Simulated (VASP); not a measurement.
# Fe (Im-3m) in VASP: further runs

Runs on Fe. Level: PBEsol+U. Tasks: single point.

Program: VASP 6.6.1. These are calculated values, not measurements. Logs are shortened: lines on timing, memory, paths and dates and some standing lists are left out, and cuts for length are marked.

## Step 1: The cell of the first run

It takes space group Im-3m (No. 229, cubic). The conventional cell has a = 2.891 Å, b = 2.891 Å, c = 2.891 Å, α = 90.00°, β = 90.00°, γ = 90.00°. Fe (site symmetry m-3m) has 14 Fe at 2.50 to 2.89 Å within 3.3 Å.

## Step 2: Single point, PBEsol+U, collinear spin, ferromagnetic start

INCAR reads:

```
  PREC = Accurate
  ENCUT = 520
  EDIFF = 1E-6
  ISMEAR = -1
  SIGMA = 0.1
  LREAL = F
  LASPH = T
  NELM = 150
  ALGO = Normal
  ISIF = 2
  LWAVE = F
  LCHARG = T
  ISPIN = 2
  MAGMOM = 4
  LORBIT = 11
  LMAXMIX = 4
  LDAU = T
  LDAUTYPE = 2
  LDAUL = 2
  LDAUU = 5.3
  LDAUJ = 0
  LDAUPRINT = 1
  GGA = PS
  LELF = T
  LVHAR = T
  NBANDS = 14
```

KPOINTS reads:

```
Automatic mesh
0
Gamma
  12 12 12
```

POSCAR reads:

```
Fe
1.0
   -1.4455000000      1.4455000000      1.4455000000
    1.4455000000     -1.4455000000      1.4455000000
    1.4455000000      1.4455000000     -1.4455000000
Fe
1
Direct
    0.0000000000      0.0000000000      0.0000000000
```

Potentials or basis: VASP PAW PBE potentials, release 64 (Fe).

Run with:

```
$ cat potpaw_PBE.64/Fe/POTCAR > POTCAR
$ mpirun -np 1 vasp_std > vasp.out
```

OUTCAR:

```text
PREC = Accurate
   ENCUT = 520
   EDIFF = 1E-6
   ISMEAR = -1
   LREAL = F
   LASPH = T
   NELM = 150
   ISIF = 2
   ISPIN = 2
   LORBIT = 11
   GGA = PS

 ion  position               nearest neighbor table
   1  0.000  0.000  0.000-

  LATTYP: Found a body centered cubic cell.
 ALAT       =     2.8910000000

  Lattice vectors:

 A1 = (  -1.4455000000,   1.4455000000,   1.4455000000)
 A2 = (   1.4455000000,  -1.4455000000,   1.4455000000)
 A3 = (   1.4455000000,   1.4455000000,  -1.4455000000)

Analysis of symmetry for initial positions (statically):
=====================================================================
 Subroutine PRICEL returns:
 Original cell was already a primitive cell.

 Routine SETGRP: Setting up the symmetry group for a
 body centered cubic supercell.

 Subroutine GETGRP returns: Found 48 space group operations
 (whereof 48 operations were pure point group operations)
 out of a pool of 48 trial point group operations.

The static configuration has the point symmetry O_h .

Analysis of symmetry for dynamics (positions and initial velocities):
=====================================================================
 Subroutine PRICEL returns:
 Original cell was already a primitive cell.

 Routine SETGRP: Setting up the symmetry group for a
 body centered cubic supercell.

 Subroutine GETGRP returns: Found 48 space group operations
 (whereof 48 operations were pure point group operations)
 out of a pool of 48 trial point group operations.

The dynamic configuration has the point symmetry O_h .

Analysis of structural, dynamic, and magnetic symmetry:
=====================================================================
 Subroutine PRICEL returns:
 Original cell was already a primitive cell.

 Routine SETGRP: Setting up the symmetry group for a
 body centered cubic supercell.

 Subroutine GETGRP returns: Found 48 space group operations
 (whereof 48 operations were pure point group operations)
 out of a pool of 48 trial point group operations.

The overall configuration has the point symmetry O_h .

 Subroutine INISYM returns: Found 48 space group operations
 (whereof 48 operations are pure point group operations),
 and found     1 'primitive' translations

----------------------------------------------------------------------------------------

                                     Primitive cell

  volume of cell :      12.0813

  direct lattice vectors                    reciprocal lattice vectors
    -1.445500000  1.445500000  1.445500000     0.000000000  0.345901072  0.345901072
     1.445500000 -1.445500000  1.445500000     0.345901072  0.000000000  0.345901072
     1.445500000  1.445500000 -1.445500000     0.345901072  0.345901072  0.000000000

  length of vectors
     2.503679442  2.503679442  2.503679442     0.489177988  0.489177988  0.489177988

  position of ions in fractional coordinates (direct lattice)
     0.000000000  0.000000000  0.000000000

  ion indices of the primitive-cell ions
   primitive index   ion index
                 1           1

----------------------------------------------------------------------------------------

 KPOINTS: Automatic mesh

Automatic generation of k-mesh.
 Grid dimensions read from file:
 generate k-points for:   12   12   12

 Generating k-lattice:

  Cartesian coordinates                     Fractional coordinates (reciprocal lattice)
     0.000000000  0.028825089  0.028825089     0.083333333  0.000000000  0.000000000
     0.028825089  0.000000000  0.028825089     0.000000000  0.083333333  0.000000000
     0.028825089  0.028825089  0.000000000     0.000000000  0.000000000  0.083333333

  Length of vectors
     0.040764832  0.040764832  0.040764832

[... 56 lines left out ...]
   NSW    =      0    number of steps for IOM
   IBRION =     -1    ionic relax: 0-MD 1-quasi-New 2-CG
   NFREE  =      0    steps in history (QN), initial steepest desc. (CG)
   ISIF   =      2    stress and relaxation
   ISYM   =      2    0-nonsym 1-usesym 2-fastsym
   POTIM  = 0.5000    time-step for ionic-motion
   TEBEG  =    0.0;   TEEND  =   0.0 temperature during run
   PSTRESS=    0.0 pullay stress
   NELECT =       8.0000    total number of electrons
   NUPDOWN=      -1.0000    fix difference up-down
   EMIN   =  10.00;   EMAX   =-10.00  energy-range for DOS
   EFERMI =   0.00;   METHOD = LEGACY
   ISMEAR =    -1;   SIGMA  =   0.10  broadening in eV -4-tet -1-fermi 0-gaus
   EFERMI_NEDOS =   21; number of points for ismear=-14 and -15
   IALGO  =     38    algorithm
   IMIX   =      4    mixing-type and parameters
     AMIX     =   0.40;   BMIX     =  1.00
     AMIX_MAG =   1.60;   BMIX_MAG =  1.00
  volume/ion in A,a.u.               =      12.08        81.53
  Fermi-wavevector in a.u.,A,eV,Ry     =   1.426921  2.696491 27.702888  2.036105
  Thomas-Fermi vector in A             =   2.547147
   LORBIT       =     11    0 simple, 1 ext, 2 COOP (PROOUT), +10 PAW based schemes
 LDA+U is selected, type is set to LDAUTYPE =  2
   angular momentum for each species LDAUL =     2
   U (eV)           for each species LDAUU =   5.3
   J (eV)           for each species LDAUJ =   0.0
   GGA     = PS    functional components
   LHFCALC =     F    Hartree Fock is set to
   AEXX    =    0.0000 exact exchange contribution
   IVDW    =     0    specifies the selected vdW correction
   LEPSILON=     F    determine dielectric tensor
   LRPA    =     F    only Hartree local field effects (RPA)
 spin polarized calculation
  energy-cutoff  :      520.00
  volume of cell :       12.08
 maximum number of plane-waves:       339
   NGX =  9   NGY =  9   NGZ =  9

atom =   1  type =  1  l = 2

 onsite density matrix

spin component  1

  0.9399 -0.0000 -0.0000 -0.0000  0.0000
 -0.0000  0.9399  0.0000 -0.0000  0.0000
 -0.0000  0.0000  0.9483  0.0000 -0.0000
 -0.0000 -0.0000  0.0000  0.9399 -0.0000
  0.0000  0.0000 -0.0000 -0.0000  0.9483

spin component  2

  0.3801  0.0000  0.0000  0.0000 -0.0000
  0.0000  0.3801 -0.0000  0.0000 -0.0000
  0.0000 -0.0000  0.1845 -0.0000  0.0000
  0.0000  0.0000 -0.0000  0.3801  0.0000
 -0.0000 -0.0000  0.0000  0.0000  0.1845

 occupancies and eigenvectors

  o =  0.1845  v =  0.0000  0.0000  0.0000  0.0000  0.0000  0.0000  0.0000 -0.0218 -0.0000  0.9998      0.0000  0.0000  0.0000  0.0000  0.0000  0.0000  0.0000  0.0000  0.0000  0.0000
  o =  0.1845  v =  0.0000  0.0000  0.0000  0.0000  0.0000 -0.0000  0.0000  0.9998  0.0000  0.0218      0.0000  0.0000  0.0000  0.0000  0.0000  0.0000  0.0000  0.0000  0.0000  0.0000
  o =  0.3801  v =  0.0000  0.0000  0.0000  0.0000  0.0000  0.0145 -0.9997  0.0000  0.0178  0.0000      0.0000  0.0000  0.0000  0.0000  0.0000  0.0000  0.0000  0.0000  0.0000  0.0000
  o =  0.3801  v =  0.0000  0.0000  0.0000  0.0000  0.0000 -0.0262  0.0174 -0.0000  0.9995  0.0000      0.0000  0.0000  0.0000  0.0000  0.0000  0.0000  0.0000  0.0000  0.0000  0.0000
  o =  0.3801  v =  0.0000  0.0000  0.0000  0.0000  0.0000  0.9996  0.0150  0.0000  0.0260  0.0000      0.0000  0.0000  0.0000  0.0000  0.0000  0.0000  0.0000  0.0000  0.0000  0.0000
  o =  0.9399  v =  0.0000  0.1779  0.0000 -0.9841 -0.0000  0.0000  0.0000  0.0000  0.0000  0.0000      0.0000  0.0000  0.0000  0.0000  0.0000  0.0000  0.0000  0.0000  0.0000  0.0000
  o =  0.9399  v =  1.0000  0.0000  0.0000  0.0000  0.0000  0.0000  0.0000  0.0000  0.0000  0.0000      0.0000  0.0000  0.0000  0.0000  0.0000  0.0000  0.0000  0.0000  0.0000  0.0000
  o =  0.9399  v =  0.0000  0.9841 -0.0000  0.1779  0.0000  0.0000  0.0000  0.0000  0.0000  0.0000      0.0000  0.0000  0.0000  0.0000  0.0000  0.0000  0.0000  0.0000  0.0000  0.0000
  o =  0.9483  v =  0.0000 -0.0000 -0.9912 -0.0000 -0.1324  0.0000  0.0000  0.0000  0.0000  0.0000      0.0000  0.0000  0.0000  0.0000  0.0000  0.0000  0.0000  0.0000  0.0000  0.0000
  o =  0.9483  v =  0.0000 -0.0000 -0.1324 -0.0000  0.9912  0.0000  0.0000  0.0000  0.0000  0.0000      0.0000  0.0000  0.0000  0.0000  0.0000  0.0000  0.0000  0.0000  0.0000  0.0000

 number of electron       7.9999995 magnetization       2.9170434

 Free energy of the ion-electron system (eV)
  ---------------------------------------------------
  ext. energy  EPLUGINS =         0.00000000
  ---------------------------------------------------
  free energy    TOTEN  =        -4.98200906 eV

  energy without entropy =       -4.94348139  energy(sigma->0) =       -4.96274523

 E-fermi :   5.5863     XC(G=0): -12.8819

 val. band max:        5.5859589578   @ k =   0.2500   0.1667   0.0833
 cond. band min:       5.5951053501   @ k =   0.3333   0.0833   0.0833
 fundamental gap:      0.0091463923
 Fermi energy:         5.5863021338

 spin component 1

 k-point     1 :       0.0000    0.0000    0.0000
  band No.  band energies     occupation
      1      -3.0167      1.00000
      2       0.3259      1.00000
      3       0.3259      1.00000
      4       0.3259      1.00000
      5       1.4655      1.00000
      6       1.4655      1.00000
      7      29.5564      0.00000
      8      29.5564      0.00000
      9      29.5564      0.00000
     10      31.4888      0.00000
     11      31.4888      0.00000
     12      31.4888      0.00000
[... 793 lines left out ...]
      3       5.1656      0.98532
      4       8.5768      0.00000
      5       9.1065      0.00000
      6       9.8616      0.00000
      7      14.0405      0.00000
      8      20.9157      0.00000
      9      22.1265      0.00000
     10      31.4956      0.00000
     11      36.3412      0.00000
     12      39.0482      0.00000
     13      43.4350      0.00000
     14      45.3297      0.00000

 [... further k-points ...]

------------------------ aborting loop because EDIFF is reached ----------------------------------------

  FORCE on cell =-STRESS in cart. coord.  units (eV):
  Direction    XX          YY          ZZ          XY          YZ          ZX
  --------------------------------------------------------------------------------------
  -------------------------------------------------------------------------------------
  Total        0.2758360      0.2758360      0.2758360      0.0000000     -0.0000000      0.0000000
  in kB       36.5803045     36.5803045     36.5803045      0.0000000     -0.0000000      0.0000000
  external PRESSURE =      36.5803045 kB  Pullay stress =       0.0000000 kB

 VOLUME and BASIS-vectors are now :
 -----------------------------------------------------------------------------
  energy-cutoff  :      520.00
  volume of cell :       12.08
      direct lattice vectors                 reciprocal lattice vectors
    -1.445500000  1.445500000  1.445500000     0.000000000  0.345901072  0.345901072
     1.445500000 -1.445500000  1.445500000     0.345901072  0.000000000  0.345901072
     1.445500000  1.445500000 -1.445500000     0.345901072  0.345901072  0.000000000

 POSITION                                       TOTAL-FORCE (eV/Angst)
 -----------------------------------------------------------------------------------
      0.00000      0.00000      0.00000         0.000000     -0.000000      0.000000
 -----------------------------------------------------------------------------------
    total drift:                                0.000000     -0.000000      0.000000

  FREE ENERGIE OF THE ION-ELECTRON SYSTEM (eV)
  ---------------------------------------------------
  free  energy   TOTEN  =        -4.9820090609 eV

  energy  without entropy=       -4.9434813939  energy(sigma->0) =       -4.96274523

 total charge

# of ion       s       p       d       tot
------------------------------------------
    1        0.481   0.520   6.199   7.201

 magnetization (x)

# of ion       s       p       d       tot
------------------------------------------
    1       -0.030  -0.128   3.206   3.049
```

Run time: 42 s. Hardware: 1 thread of Intel Xeon 8259CL, shared host; peak memory 0.15 GiB.

What came out:

```yaml
Free_energy: -4.9820 eV
Pressure: 3.7 GPa
Net_moment: 2.92 μB per cell
Site_moments: Fe +3.05 μB
Valence_electrons_inside_the_program's_atomic_spheres: Fe 7.20
```

Eigenvalues of the final occupation matrices:
| site | spin | trace | eigenvalues |
| --- | --- | --- | --- |
| site 1 d | 1 | 4.72 | 0.94 0.94 0.94 0.95 0.95 |
| site 1 d | 2 | 1.51 | 0.18 0.18 0.38 0.38 0.38 |

Caveat: the PAW data sets were made with another functional, which shifts forces and pressure a little; the U is typed as a test and isn't derived for this compound.

## Step 3: Single point, PBEsol+U, collinear spin, zero start

INCAR reads:

```
SYSTEM = Fe
  ALGO = Normal
  EDIFF = 1E-6
  ENCUT = 520
  GGA = PS
  ISIF = 2
  ISMEAR = -1
  ISPIN = 2
  LASPH = .True.
  LCHARG = .False.
  LDAU = .True.
  LDAUJ = 0
  LDAUL = 2
  LDAUPRINT = 1
  LDAUTYPE = 2
  LDAUU = 5.3
  LMAXMIX = 4
  LORBIT = 11
  LREAL = .False.
  LWAVE = .False.
  MAGMOM = 0
  NBANDS = 14
  NELM = 150
  NUPDOWN = 0.0
  PREC = Accurate
  SIGMA = 0.1
```

KPOINTS reads:

```
k-points
0
Gamma
  12 12 12
  0 0 0
```

POSCAR is that of step 2.

Potentials or basis: VASP PAW PBE potentials, release 64 (Fe).

Run with:

```
$ cat potpaw_PBE.64/Fe/POTCAR > POTCAR
$ mpirun -np 1 vasp_std > vasp.out
```

Run time: 72 s. Hardware: 1 thread of Intel Xeon 8259CL, shared host; peak memory 0.14 GiB.

Results (log left out):

```yaml
Free_energy: -2.8137 eV
Pressure: -10.5 GPa
Net_moment: 0.00 μB per cell
Valence_electrons_inside_the_program's_atomic_spheres: Fe 7.25
```

Eigenvalues of the final occupation matrices:
| site | spin | trace | eigenvalues |
| --- | --- | --- | --- |
| site 1 d | 1 | 3.17 | 0.25 0.25 0.89 0.89 0.89 |
| site 1 d | 2 | 3.17 | 0.25 0.25 0.89 0.89 0.89 |

Caveat: the PAW data sets were made with another functional, which shifts forces and pressure a little; the total moment is fixed, so each spin has its own Fermi level; the U is typed as a test and isn't derived for this compound.
